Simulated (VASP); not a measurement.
The system is WS2.

```xyz
6
Lattice="3.1699 0.0000 0.0000 -1.5850 2.7453 0.0000 0.0000 0.0000 12.4911" Properties=species:S:1:pos:R:3 pbc="T T T"
W     0.0000    1.8302    3.1228
W     1.5850    0.9151    9.3683
S     1.5850    0.9151    4.6855
S     1.5850    0.9151    1.5600
S     0.0000    1.8302   10.9310
S     0.0000    1.8302    7.8056
```

Base run:

- Program: VASP 6.6.1
- Functional: r2SCAN
- Potentials or basis: VASP PAW PBE potentials, release 64 (W_sv, S)
- Cutoff: 520 eV
- k mesh: 12 × 12 × 2
- Occupations: gaussian, width 0.01 eV
- Spin: no spin polarisation

Its results: band gap on the k mesh 1.17 eV (least direct gap 1.90 eV); pressure 1.4 GPa; largest force 0.030 eV/Å.

After a change of settings the same cell gave: band gap on the k mesh 0.98 eV (least direct gap 1.76 eV); pressure -4.4 GPa; largest force 0.248 eV/Å. Which change was it?
A. functional from r2SCAN to LDA; potentials or basis from VASP PAW PBE potentials, release 64 (W_sv, S) to VASP PAW LDA potentials, release 64 (W_sv, S)
B. functional from r2SCAN to PBE; occupations from gaussian, width 0.01 eV to fermi-dirac, width 0.02 eV
C. occupations from gaussian, width 0.01 eV to fermi-dirac, width 0.02 eV; dispersion from none to rVV10

A.

Caveats: spin-orbit coupling is left out, which moves the levels of the heavy elements; the PAW data sets were made with another functional, which shifts forces and pressure a little (at least some runs); the cell stands under tension (at least some runs).
